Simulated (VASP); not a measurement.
Crystal: Zn4SeS3.

```
Zn Se S
1.0
     5.46327    0.01436   -0.01110
     0.01436    5.48534    0.00083
    -0.01110    0.00083    5.64688
Zn Se S
4 1 3
Direct
  0.73774 0.76525 0.73739
  0.74138 0.23887 0.26303
  0.25573 0.77071 0.25261
  0.25619 0.23505 0.75403
  0.99601 0.00475 0.99869
  0.51417 0.49438 0.99644
  0.49843 0.00014 0.49601
  0.00035 0.49084 0.50180
```

* Program: VASP 6.6.1
* Task: relaxation of cell and atoms
* Functional: PBE
* Potentials or basis: VASP PAW PBE potentials, release 64 (Zn, Se, S)
* Cutoff: 600 eV
* k mesh: 4 × 4 × 4
* Occupations: gaussian, width 0.1 eV
* Spin: no spin polarisation

At the start: pressure 0.2 GPa; volume 21.15 Å³/atom.

Problem. How do energy, volume and symmetry change on relaxing?

Solution. Over 12 steps the energy falls by 44.0 meV/atom and the volume is 21.02 Å³/atom (-0.6 %); space group P1 (No. 1, to 0.1 Å) before, P-43m (No. 215, to 0.1 Å).

Step by step:
| step | energy change (eV) | largest force (eV/Å) | pressure (GPa) | volume (Å³) |
| --- | --- | --- | --- | --- |
| 1 | 0.0000 | 1.3572 | 0.22 | 169.22 |
| 2 | -0.2350 | 0.7586 | -0.48 | 169.93 |
| 3 | -0.3181 | 0.2614 | -0.90 | 170.64 |
| 4 | -0.3438 | 0.0875 | 0.38 | 167.20 |
| 5 | -0.3439 | 0.0909 | 0.29 | 167.41 |
| 6 | -0.3478 | 0.0658 | 0.00 | 168.16 |
| 7 | -0.3483 | 0.0672 | -0.16 | 168.58 |
| 8 | -0.3503 | 0.0527 | -0.04 | 168.29 |
| 9 | -0.3506 | 0.0543 | 0.03 | 168.11 |
| 10 | -0.3513 | 0.0356 | 0.01 | 168.17 |
| 11 | -0.3516 | 0.0276 | -0.02 | 168.23 |
| 12 | -0.3520 | 0.0206 | 0.01 | 168.16 |

Final structure:
```
Zn Se S
1.0
     5.52140   -0.00106   -0.00149
    -0.00096    5.52681    0.00127
    -0.00083    0.00082    5.51074
Zn Se S
4 1 3
Cartesian
  4.1036 4.1093 4.0883
  4.1061 1.4167 1.4199
  1.4124 4.1103 1.4057
  1.4183 1.4154 4.1057
  5.5124 5.5261 5.5103
  2.7665 2.7641 0.0002
  2.7547 0.0014 2.7540
  0.0045 2.7630 2.7581
```
